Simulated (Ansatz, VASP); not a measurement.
# AlNi3 in VASP and in Ansatz

```xyz
4
Lattice="0.0000 2.8204 2.8204 2.8204 0.0000 2.8204 2.8204 2.8204 0.0000" Properties=species:S:1:pos:R:3 pbc="T T T"
Ni    4.2307    4.2307    4.2307
Ni    0.0000    0.0000    0.0000
Ni    1.4102    1.4102    1.4102
Al    2.8204    2.8204    2.8204
```

Alike in both runs: task single point; functional LDA; k mesh 8 × 8 × 8; occupations fermi-dirac, width 0.05 eV; collinear spin.

|  | VASP | Ansatz |
| --- | --- | --- |
| version | VASP 6.6.1 | Ansatz 0.2.0 |
| potentials or method | VASP PAW LDA potentials, release 64 (Ni, Al) | Ansatz PAW |
| plane-wave cutoff (eV) | 520 | 420 |
| valence electrons in the cell | 33 | 57 |

Ansatz gave:

```
gap on the k mesh at the Fermi level (eV) : none
pressure (GPa)                            : -10.8
net moment per atom (μB)                  : 0.00
```

**Question.** Which values does VASP return?

**Answer.** gap on the k mesh at the Fermi level (eV): none; pressure (GPa): -10.6; net moment per atom (μB): 0.00.

LDA's correlation is that of Perdew and Zunger in VASP and of Perdew and Wang (1992) in Ansatz. A gap of «none» marks a metal or a gap that the smearing closes. VASP's potentials hold 33 valence electrons a cell and Ansatz's 57, so a difference there can come from the potentials and not from the codes.
